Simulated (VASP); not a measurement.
Crystal: CsI6Br.

```
I Cs Br
1.0
     7.02578    0.00000    0.00000
    -0.79546    6.98060    0.00000
    -0.79546   -0.89125    6.92347
I Cs Br
6 1 1
Direct
  0.07780 0.80890 0.70420
  0.70420 0.07780 0.80890
  0.80890 0.70420 0.07780
  0.92220 0.19110 0.29580
  0.29580 0.92220 0.19110
  0.19110 0.29580 0.92220
  0.50000 0.50000 0.50000
  0.00000 0.00000 0.00000
```

Base run:

| Item | Value |
| --- | --- |
| Program | VASP 6.6.1 |
| Functional | PBE |
| Potentials or basis | VASP PAW PBE potentials, release 64 (I, Cs_sv, Br) |
| Cutoff | 520 eV |
| k mesh | 4 × 4 × 4 |
| Occupations | methfessel-paxton, width 0.0982 eV |
| Spin | no spin polarisation |

Its results: band gap on the k mesh 1.37 eV, indirect (least direct gap 1.42 eV); pressure 9.2 GPa; largest force 3.880 eV/Å.

Question: The run is repeated on the same cell with these changes: k mesh from 4 × 4 × 4 to 3 × 3 × 3; dispersion from none to D3(BJ). What comes out?

Answer: Band gap on the k mesh 1.45 eV, indirect (least direct gap 1.54 eV); pressure 8.1 GPa; largest force 3.891 eV/Å.

Several settings changed at once, so the effect can't be laid on one alone.

Caveats: spin-orbit coupling is left out, which moves the levels of the heavy elements; forces of over 1 eV/Å act on the atoms, so gaps and moduli don't describe the material at rest.

A k mesh can miss the band edges.
